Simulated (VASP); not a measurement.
SrVO3: single point with PBE+U

SrVO3:

```
Sr V O
1.0
     0.00000    3.84090    3.84090
     0.00000   -3.84090    3.84090
     3.84090    0.00000    0.00000
Sr V O
2 2 6
Direct
  0.50000 0.00000 0.50000
  0.00000 0.50000 0.50000
  0.00000 0.00000 0.00000
  0.50000 0.50000 0.00000
  0.00000 0.00000 0.50000
  0.25000 0.75000 0.00000
  0.25000 0.25000 0.00000
  0.50000 0.50000 0.50000
  0.75000 0.25000 0.00000
  0.75000 0.75000 0.00000
```

| Item | Value |
| --- | --- |
| Program | VASP 6.6.1 |
| Task | single point |
| Functional | PBE |
| Potentials or basis | VASP PAW PBE potentials, release 64 (Sr_sv, V_sv, O) |
| Cutoff | 600 eV |
| k mesh | 4 × 4 × 6 |
| Occupations | gaussian, width 0.05 eV |
| Spin | collinear spin, antiferromagnetic start |
| Starting moments | [0.0, 0.0, 1.0, -1.0, 0.0, 0.0, 0.0, 0.0, 0.0, 0.0] μB |
| Hubbard terms | V d U = 3.25 eV |
| Dipole correction | no |
| Further INCAR settings | ALGO = Normal; EDIFF = 1e-06; NBANDS = 56 |

```json
{
  "Pressure": "8.4 GPa",
  "Band gap on the k mesh": "zero (filled and empty bands overlap)",
  "Net moment": "0.00 μB per cell",
  "Site moments": "Sr +0.00; V +0.97, -0.97; O -0.08, +0.00, +0.08 (each value once) μB",
  "Valence electrons inside the program's atomic spheres": "Sr 8.03; V 11.51; O 5.05, 5.07 (each value once)"
}
```

Stress tensor (GPa, compression positive):
```
7.64 0.00 0.00
0.00 8.82 0.00
0.00 0.00 8.82
```

Levels at points of the mesh, in eV from the Fermi level:
Spin up:
```
           k point  band 37  band 38  band 39  band 40  band 41  band 42  band 43  band 44  band 45  band 46
(0.00, 0.00, 0.00)    -1.87    -1.87    -1.79    -1.55    -0.80    -0.80     0.01     1.76     2.13     2.19
(0.50, 0.00, 0.00)    -2.77    -2.55    -2.24    -2.23    -0.28    -0.16     1.11     1.72     1.92     2.06
(0.50, 0.50, 0.00)    -2.31    -2.31    -2.26    -2.23    -0.67    -0.67     1.62     1.99     2.13     2.20
(0.00, 0.00, 0.50)    -2.33    -1.45    -1.40    -1.40     0.15     0.80     0.80     1.77     2.54     3.12
(0.50, 0.00, 0.50)    -2.28    -2.25    -1.98    -1.96     0.63     0.71     1.29     1.90     2.94     2.96
(0.50, 0.50, 0.50)    -3.01    -3.00    -1.50    -1.50     0.64     0.64     1.60     2.20     2.69     3.00
```
Spin down:
```tsv
k point	band 39	band 40	band 41	band 42	band 43	band 44
(0.00, 0.00, 0.00)	-1.79	-1.55	-0.80	-0.80	0.01	1.76
(0.50, 0.00, 0.00)	-2.24	-2.23	-0.28	-0.16	1.11	1.72
(0.50, 0.50, 0.00)	-2.26	-2.23	-0.67	-0.67	1.62	1.99
(0.00, 0.00, 0.50)	-1.40	-1.40	0.15	0.80	0.80	1.77
(0.50, 0.00, 0.50)	-1.98	-1.96	0.63	0.71	1.29	1.90
(0.50, 0.50, 0.50)	-1.50	-1.50	0.64	0.64	1.60	2.20
```

Eigenvalues of the final occupation matrices:
```csv
site,spin,trace,eigenvalues
site 3 d,1,1.92,0.16 0.31 0.33 0.57 0.57
site 3 d,2,0.97,0.13 0.13 0.13 0.29 0.29
site 4 d,1,0.97,0.13 0.13 0.13 0.29 0.29
site 4 d,2,1.92,0.16 0.31 0.33 0.57 0.57
```

It took 11 min on 1 thread of Intel Xeon 8259CL (shared host), peak memory 0.5 GiB.

Caveat: the cell stands under pressure. The state reached can hang on the start; a lower one may exist.
